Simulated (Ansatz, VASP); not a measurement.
## Two plane-wave programs on As

INCAR

```
PREC = Accurate ; ENCUT = 400
EDIFF = 1E-6 ; ISMEAR = 0
SIGMA = 0.02 ; LREAL = F
LASPH = T ; NELM = 120
ALGO = Normal ; ISIF = 2
LWAVE = F ; LCHARG = T
LDIPOL = T ; IDIPOL = 3
DIPOL = 0.5 0.5 0.500 ; LELF = T
LVHAR = T ; LVACPOTAV = T
NBANDS = 22 ; GGA_COMPAT = F
NELMDL = -8
```

KPOINTS

```
Automatic mesh
0
Gamma
  9 9 1
```

File POSCAR:

```
As
1.0
    3.3500000000      0.0000000000      0.0000000000
   -1.6750000000      2.9011851027      0.0000000000
    0.0000000000      0.0000000000     28.0000000000
As
2
Direct
    0.3333333333      0.6666666667      0.5264285714
    0.6666666667      0.3333333333      0.4735714286
```

Input for Ansatz:

```yaml
crystal:
  lattice:
    - [3.35, 0.0, 0.0]
    - [-1.675, 2.9011851027, 0.0]
    - [0.0, 0.0, 28.0]
  atoms:
    - { symbol: As, position: [0.3333333333, 0.6666666667, 0.5264285714] }
    - { symbol: As, position: [0.6666666667, 0.3333333333, 0.4735714286] }
  periodic: [true, true, false]
basis:
  ecutwfc: 420
kpoints:
  mp_grid: { grid: [9, 9, 1] }
hamiltonian:
  xc: lda
scf:
  occupations: { method: gaussian, width: 0.02 }
output:
  forces: true
  stress: true
  eigenvalues: true
```

Alike in both runs: task single point; functional LDA; k mesh 9 × 9 × 1; occupations gaussian, width 0.02 eV; no spin polarisation.

|  | VASP | Ansatz |
| --- | --- | --- |
| version | VASP 6.6.1 | Ansatz 0.2.0 |
| potentials or method | VASP PAW LDA potentials, release 64 (As_d), cutoff 400 eV | scalar-relativistic, plane waves, PAW |
| valence electrons in the cell | 30 | 30 |

Ansatz gave:

* gap on the k mesh at the Fermi level (eV): 0.31
* least direct gap on the mesh (eV): 2.24
* rms of the force components (eV/Å): 0.436

Q: What did VASP give for the same quantities?

A: gap on the k mesh at the Fermi level (eV): 0.31; least direct gap on the mesh (eV): 2.26; rms of the force components (eV/Å): 0.400.

LDA's correlation is that of Perdew and Zunger in VASP and of Perdew and Wang (1992) in Ansatz. Atom by atom the forces differ by 0.036 eV/Å (rms over components).
